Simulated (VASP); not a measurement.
Runs of VASP 6.6.1 on Zn. The structure is that of space group Im-3m (No. 229), or close to it. The cells are those of the table. 

| task | cell | k mesh | cutoff (eV) | gap on the mesh (eV) | pressure (GPa) |
| --- | --- | --- | --- | --- | --- |
| single point | a = 2.609 Å, angles 109.5°, 1 atom | 14 × 14 × 14 | 520 | none | 0.6 |
| single point | a = 2.574 Å, angles 109.5°, 1 atom | 16 × 16 × 16 | 520 | none | 5.3 |
| single point | a = 2.710 Å, angles 109.5°, 1 atom | 16 × 16 × 16 | 520 | none | -7.3 |
| single point | a = 2.643 Å, angles 109.5°, 1 atom | 16 × 16 × 16 | 520 | none | -2.5 |
| relaxation of cell and atoms | relaxed from a = 2.703 Å, angles 109.5°, 1 atom | 14 × 14 × 14 | 600 | none | -0.1 |
| single point | a = 2.538 Å, angles 109.5°, 1 atom | 16 × 16 × 16 | 520 | none | (b) |
| single point | a = 2.500 Å, angles 109.5°, 1 atom | 16 × 16 × 16 | 520 | none | (a) |

Alike in all rows: level LDA; potentials or basis VASP PAW LDA potentials, release 64 (Zn); no spin polarisation; smearing fermi-dirac 0.1 eV.

Task: Estimate the missing entries.

Result: (a) 18.3; (b) 10.9.

A gap of «none» marks levels without a gap at the run's occupations.
